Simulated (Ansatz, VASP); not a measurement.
# TiO2: VASP beside Ansatz

File INCAR:

```
SYSTEM = TiO2
PREC = Accurate ; ENCUT = 520
EDIFF = 1E-6 ; ISMEAR = -1
SIGMA = 0.05 ; LREAL = .FALSE.
LASPH = .TRUE. ; NELM = 60
ALGO = Normal ; ISIF = 2
LWAVE = .FALSE. ; LCHARG = .TRUE.
GGA = RP ; LELF = .TRUE.
LVHAR = .TRUE. ; NBANDS = 33
```

File KPOINTS:

```
regular mesh
0
G
  10 10 10
  0 0 0
```

Contents of POSCAR:

```
TiO2
1.0
   -1.8665279463      1.8665279463      4.6930042805
    1.8665279463     -1.8665279463      4.6930042805
    1.8665279463      1.8665279463     -4.6930042805
Ti O
2 4
Direct
    0.7500000000      0.2500000000      0.5000000000
    0.0000000000      0.0000000000      0.0000000000
    0.7919000000      0.7919000000      0.0000000000
    0.5419000000      0.0419000000      0.5000000000
    0.9581000000      0.4581000000      0.5000000000
    0.2081000000      0.2081000000      0.0000000000
```

Contents of input.yaml:

```yaml
crystal:
  lattice:
    - [-1.8665279463, 1.8665279463, 4.6930042805]
    - [1.8665279463, -1.8665279463, 4.6930042805]
    - [1.8665279463, 1.8665279463, -4.6930042805]
  atoms:
    - { symbol: Ti, position: [0.75, 0.25, 0.5] }
    - { symbol: Ti, position: [0.0, 0.0, 0.0] }
    - { symbol: O, position: [0.7919, 0.7919, 0.0] }
    - { symbol: O, position: [0.5419, 0.0419, 0.5] }
    - { symbol: O, position: [0.9581, 0.4581, 0.5] }
    - { symbol: O, position: [0.2081, 0.2081, 0.0] }
hamiltonian:
  xc: rpbe
  pseudopotentials: { kind: paw }
kpoints:
  mp_grid: { grid: [10, 10, 10] }
scf:
  occupations: { method: fermi_dirac, width: 0.05 }
output:
  forces: true
  stress: true
  eigenvalues: true
  write_density: true
  write_potential: true
  elf: true
  volumetric_format: npy
```

Alike in both runs: task single point; functional RPBE; k mesh 10 × 10 × 10; occupations fermi-dirac, width 0.05 eV; no spin polarisation.

|  | VASP | Ansatz |
| --- | --- | --- |
| version | VASP 6.6.1 | Ansatz 0.2.0 |
| potentials or method | VASP PAW PBE potentials, release 64 (Ti_sv, O) | Ansatz PAW |
| plane-wave cutoff (eV) | 520 | 420 |
| valence electrons in the cell | 48 | 48 |

|  | VASP | Ansatz | Ansatz less VASP |
| --- | --- | --- | --- |
| gap on the k mesh at the Fermi level (eV) | 2.25 | 2.28 | +0.025 |
| least direct gap on the mesh (eV) | 2.57 | 2.59 | +0.022 |
| pressure (GPa) | 20.9 | 20.2 | -0.71 |
| traceless stress, the component that is largest in VASP (GPa) | 1.43 | 1.31 | -0.115 |
| rms of the force components (eV/Å) | 0.214 | 0.203 | -0.0109 |

VASP's potentials were made for PBE, not for RPBE. Atom by atom the forces differ by 0.011 eV/Å (rms over components).
